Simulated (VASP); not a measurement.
Crystal: MgSe.

```
Mg Se
1.0
     0.00000    2.73627    2.73627
     2.73627    0.00000    2.73627
     2.73627    2.73627    0.00000
Mg Se
1 1
Direct
  0.00000 0.00000 0.00000
  0.50000 0.50000 0.50000
```

Base run:

* Program: VASP 6.6.1
* Functional: r2SCAN
* Potentials or basis: VASP PAW PBE potentials, release 64 (Mg, Se)
* Cutoff: 660 eV
* k mesh: 8 × 8 × 8
* Occupations: gaussian, width 0.01 eV
* Spin: no spin polarisation

Its results: band gap on the k mesh 2.44 eV (least direct gap 3.41 eV); pressure -0.3 GPa.

The run is repeated on the same cell with these changes: functional from r2SCAN to PBE; cutoff from 660 eV to 600 eV; k mesh from 8 × 8 × 8 to 4 × 4 × 4. What comes out?

Band gap on the k mesh 1.75 eV (least direct gap 2.50 eV); pressure 1.5 GPa.

Several settings changed at once.

Caveats: some runs use coarse meshes; the PAW data sets were made with another functional, which shifts forces and pressure a little (at least some runs).

A k mesh can miss the band edges.
